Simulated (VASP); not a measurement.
A run of VASP 6.6.1 is set up as follows.

INCAR

```
SYSTEM = CdSe4
  PREC = Accurate
  ENCUT = 600
  EDIFF = 1E-6
  ISMEAR = -5
  SIGMA = 0.1
  LREAL = .FALSE.
  LASPH = .TRUE.
  NELM = 60
  ALGO = Normal
  ISIF = 3
  LWAVE = .FALSE.
  LCHARG = .FALSE.
  GGA = PE
  IVDW = 12
  IBRION = 2
  NSW = 100
  EDIFFG = -0.01
```

Contents of KPOINTS:

```
Automatic mesh
0
G
  8 8 8
  0 0 0
```

POSCAR

```
CdSe4
1.0
    5.1825834400      0.0000000000      0.0000000000
    0.0000000000      5.1825834400      0.0000000000
    0.0000000000      0.0000000000      5.1825834400
Cd Se
1 4
Direct
    0.5000000000      0.5000000000      0.5000000000
    0.0000000000      0.0000000000      0.0000000000
    0.5000000000      0.5000000000      0.0000000000
    0.5000000000      0.0000000000      0.5000000000
    0.0000000000      0.5000000000      0.5000000000
```

Potentials or basis: VASP PAW PBE potentials, release 64 (Cd, Se).

Run with:

```console
$ cat potpaw_PBE.64/Cd/POTCAR potpaw_PBE.64/Se/POTCAR > POTCAR
$ mpirun -np 1 vasp_std > vasp.out
```

Q: Estimate the space group after relaxing (to 0.1 Å).

A: Pm-3m (No. 221).

Q: Predict the band gap on the k mesh.

A: Zero (bands 18 and 19 overlap by 1.16 eV).

Q: What does it give for the relaxed volume?

A: 26.64 Å³/atom.

Final structure:
```xyz
5
Lattice="5.1070 0.0000 0.0000 0.0000 5.1070 0.0000 0.0000 0.0000 5.1070" Properties=species:S:1:pos:R:3 pbc="T T T"
Cd    2.5535    2.5535    2.5535
Se    0.0000    0.0000    0.0000
Se    2.5535    2.5535    0.0000
Se    2.5535    0.0000    2.5535
Se    0.0000    2.5535    2.5535
```

Caveat: tetrahedron occupations give inexact forces and stress in metals.
